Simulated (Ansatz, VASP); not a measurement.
**TiO2 in VASP and in Ansatz**

```xyz
12
Lattice="-3.7707 0.0000 0.0000 0.0000 -3.7707 0.0000 -0.3771 0.0000 9.5463" Properties=species:S:1:pos:R:3 pbc="T T T"
Ti    0.0000    0.0000    8.3530
Ti   -1.8853   -1.8853    3.5799
Ti   -1.8853    0.0000    5.9665
Ti    0.0000   -1.8853    1.1933
O    -1.8853   -1.8853    5.5619
O    -3.7707   -3.7707    0.7887
O    -1.8853    0.0000    7.9485
O    -3.7707   -1.8853    3.1753
O    -1.8853    0.0000    3.9845
O     0.0000   -1.8853    8.7576
O     0.0000    0.0000    6.3710
O    -1.8853   -1.8853    1.5979
```

Alike in both runs: task single point; functional PBEsol; k mesh 7 × 7 × 3; occupations gaussian, width 0.05 eV; no spin polarisation.

|  | VASP | Ansatz |
| --- | --- | --- |
| version | VASP 6.6.1 | Ansatz 0.2.0 |
| potentials or method | VASP PAW PBE potentials, release 64 (Ti_sv, O), cutoff 520 eV | scalar-relativistic, plane waves, PAW |
| valence electrons in the cell | 96 | 96 |

|  | VASP | Ansatz | Ansatz less VASP |
| --- | --- | --- | --- |
| gap on the k mesh at the Fermi level (eV) | 2.07 | 2.09 | +0.024 |
| least direct gap on the mesh (eV) | 2.22 | 2.24 | +0.021 |
| pressure (GPa) | -0.1 | -0.8 | -0.70 |
| traceless stress, the component that is largest in VASP (GPa) | 1.73 | 1.76 | +0.029 |
| rms of the force components (eV/Å) | 0.095 | 0.099 | +0.0037 |

VASP's potentials were made for PBE, not for PBEsol. The functional is the same, so the differences come from potentials, cutoffs and numerics.
